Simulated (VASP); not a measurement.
**Ho2Sb2N: single point with PBE**

Ho2Sb2N:

```xyz
5
Lattice="5.7637 0.0000 0.0000 0.0000 5.7637 0.0000 0.0000 0.0000 4.1465" Properties=species:S:1:pos:R:3 pbc="T T T"
Ho    0.0000    2.8819    0.0000
Ho    2.8819    0.0000    0.0000
Sb    2.8819    2.8819    0.0000
Sb    0.0000    0.0000    2.0732
N     2.8819    2.8819    2.0732
```

The cell was generated, and may not be a known phase.

| Property | Result |
| --- | --- |
| Program | VASP 6.6.1 |
| Task | single point |
| Functional | PBE |
| Potentials or basis | VASP PAW PBE potentials, release 64 (Ho_3, Sb, N), 4f in core |
| Cutoff | 600 eV |
| k mesh | 3 × 3 × 3 |
| Occupations | gaussian, width 0.2 eV |
| Spin | no spin polarisation |

```yaml
Pressure: 0.2 GPa
Band_gap_on_the_k_mesh: zero (an odd number of electrons rules out a gap without spin polarisation)
```

Stress tensor (GPa, compression positive):
```
-0.14  0.00  0.00
 0.00 -0.14  0.00
 0.00  0.00  0.75
```

Levels at points of the mesh, in eV from the Fermi level:
```csv
k point,band 14,band 15,band 16,band 17,band 18,band 19
"(0.00, 0.00, 0.00)",-0.75,-0.24,-0.22,0.09,0.68,1.49
```

Run time: 39 s on 1 thread of Intel(R) Xeon(R) Platinum 8488C (Sapphire Rapids) (shared host), peak memory 0.27 GiB.

Caveat: the k points lie up to 0.51 Å⁻¹ apart, too coarse for converged energies and pressures of a metal; spin-orbit coupling is left out, which moves the levels of the heavy elements; the 4f electrons are frozen in the core, so they carry no moment and show no levels; the run has no spin polarisation, though such a crystal can be magnetic. Spin polarisation is off, so any magnetic state and its effect on volume and gap are missing.
